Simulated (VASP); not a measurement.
Write the native input for VASP 6.6.1 that does the following.

```yaml
Task: single point
Functional: LDA
Potentials_or_basis: VASP PAW LDA potentials, release 64 (Zn)
Cutoff: 520 eV
k_mesh: 20 × 20 × 10
Occupations: methfessel-paxton, width 0.05 eV
Spin: no spin polarisation
Dipole_correction: no
Further_INCAR_settings: ALGO = Normal; EDIFF = 1e-06; NBANDS = 19
```

The structure of Zn lies in POSCAR:

```
Zn
1.0
    2.5943095171      0.0000000000      0.0000000000
   -1.2971547585      2.2467379471      0.0000000000
    0.0000000000      0.0000000000      4.6054589101
Zn
2
Direct
    0.3333333333      0.6666666667      0.2500000000
    0.6666666667      0.3333333333      0.7500000000
```

These files were run (other wordings do the same):

INCAR

```
SYSTEM = Zn
ALGO = Normal
EDIFF = 1E-6
ENCUT = 520
ISIF = 2
ISMEAR = 1
LASPH = .True.
LCHARG = .False.
LREAL = .False.
LWAVE = .False.
NBANDS = 19
NELM = 80
PREC = Accurate
SIGMA = 0.05
```

KPOINTS

```
k-points
0
Gamma
  20 20 10
  0 0 0
```

Potentials or basis: VASP PAW LDA potentials, release 64 (Zn).

The run is started by

```console
$ cat potpaw_LDA.64/Zn/POTCAR > POTCAR
$ mpirun -np 1 vasp_std > vasp.out
```

Results of the run:

The pressure is 0.7 GPa and the band gap on the k mesh is zero (bands 12 and 13 overlap by 4.12 eV).

Wall time 72 s on 1 thread of Intel(R) Xeon(R) Platinum 8259CL CPU @ 2.50GHz (Skylake/Cascade Lake), with other jobs on the host, peak memory 0.21 GiB.
